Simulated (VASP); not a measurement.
Here is a VASP 6.6.1 calculation.

File POSCAR:

```
CaO
1.0
    0.0000000000      2.4150560130      2.4150560130
    2.4150560130      0.0000000000      2.4150560130
    2.4150560130      2.4150560130      0.0000000000
Ca O
1 1
Direct
    0.0000000000      0.0000000000      0.0000000000
    0.5000000000      0.5000000000      0.5000000000
```

Contents of INCAR.step1:

```
SYSTEM = CaO
PREC = Accurate ; ENCUT = 600
ISMEAR = -1 ; SIGMA = 0.02
LREAL = .FALSE. ; LASPH = .TRUE.
NELM = 80 ; GGA = PE
ALGO = Normal ; EDIFF = 1E-4
LWAVE = .TRUE. ; LCHARG = .FALSE.
```

Contents of INCAR.step2:

```
SYSTEM = CaO
PREC = Accurate ; ENCUT = 600
EDIFF = 1E-6 ; ISMEAR = -1
SIGMA = 0.02 ; LREAL = .FALSE.
LASPH = .TRUE. ; NELM = 80
ALGO = Normal ; ISIF = 3
LWAVE = .FALSE. ; LCHARG = .FALSE.
METAGGA = R2SCAN ; LMIXTAU = .TRUE.
IBRION = 2 ; NSW = 80
EDIFFG = -0.005 ; ISTART = 1
```

KPOINTS

```
Automatic mesh
0
G
  8 8 8
  0 0 0
```

Potentials or basis: VASP PAW PBE potentials, release 64 (Ca_sv, O).

The run is started by

```console
$ cat potpaw_PBE.64/Ca_sv/POTCAR potpaw_PBE.64/O/POTCAR > POTCAR
$ cp INCAR.step1 INCAR
$ mpirun -np 1 vasp_std > vasp.out
$ cp INCAR.step2 INCAR
$ mpirun -np 1 vasp_std > vasp.out
```

**Question.** Estimate the relaxed cell.

**Answer.** a = 3.399 Å, b = 3.399 Å, c = 3.399 Å, α = 60.00°, β = 60.00°, γ = 60.00°.

**Question.** Predict the band gap on the k mesh.

**Answer.** 4.19 eV (least direct gap 4.56 eV).

**Question.** Estimate the space group after relaxing (to 0.1 Å).

**Answer.** Fm-3m (No. 225).

Final structure:
```
Ca O
1.0
     0.00000    2.40359    2.40359
     2.40359    0.00000    2.40359
     2.40359    2.40359    0.00000
Ca O
1 1
Direct
  0.00000 0.00000 0.00000
  0.50000 0.50000 0.50000
```

Caveat: the PAW data sets were made with another functional, which shifts forces and pressure a little. r2SCAN opens gaps a little over a GGA but as a rule still falls short of measured ones.
